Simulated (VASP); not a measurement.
A run of VASP 6.6.1:

File INCAR:

```
SYSTEM = LiOs12
PREC = Accurate
ENCUT = 520
EDIFF = 1E-7
ISMEAR = -1
SIGMA = 0.15
LREAL = .FALSE.
LASPH = .TRUE.
NELM = 80
ALGO = Normal
ISIF = 2
LWAVE = .FALSE.
LCHARG = .FALSE.
GGA = PE
NBANDS = 62
```

KPOINTS

```
regular mesh
0
G
  2 2 3
  0 0 0
```

File POSCAR:

```
LiOs12
1.0
    5.4800000000      0.0000000000      0.0000000000
   -4.1100000000      7.1187290000      0.0000000000
    0.0000000000      0.0000000000      4.3264600000
Os Li
12 1
Direct
    0.0131418775     -0.0096261815     -0.0207162294
    0.1656019148      0.1956916914      0.4672327105
   -0.0110414504      0.3150122335      0.0131429355
    0.1680625350      0.5535957989      0.4667011209
    0.0183842586      0.6629178117     -0.0228539397
    0.1803746046      0.8806530863      0.4980606861
    0.5126776098     -0.0092897055     -0.0174208485
    0.6738983904      0.2083470431      0.5035625765
    0.5244227632      0.3174123575      0.0142203299
    0.7035659994      0.5563057009      0.4670769544
    0.5266994250      0.6756000622      0.0130144497
    0.6799320112      0.8806995139      0.5009569606
    0.3466134609      0.4356105877      0.7403391934
```

Potentials or basis: VASP PAW PBE potentials, release 64 (Os, Li_sv).

Run with:

```console
$ cat potpaw_PBE.64/Os/POTCAR potpaw_PBE.64/Li_sv/POTCAR > POTCAR
$ mpirun -np 1 vasp_std > vasp.out
```

Hardware: 1 thread of Oxide Virtual Turin-like Processor, with other jobs on the host.

**Question.** How long does it take, and how much memory?

**Answer.** It took 4.3 min on 1 thread of Oxide Virtual Turin-like Processor (shared host), peak memory 0.26 GiB. Counts: scf iterations 21, k points 8.
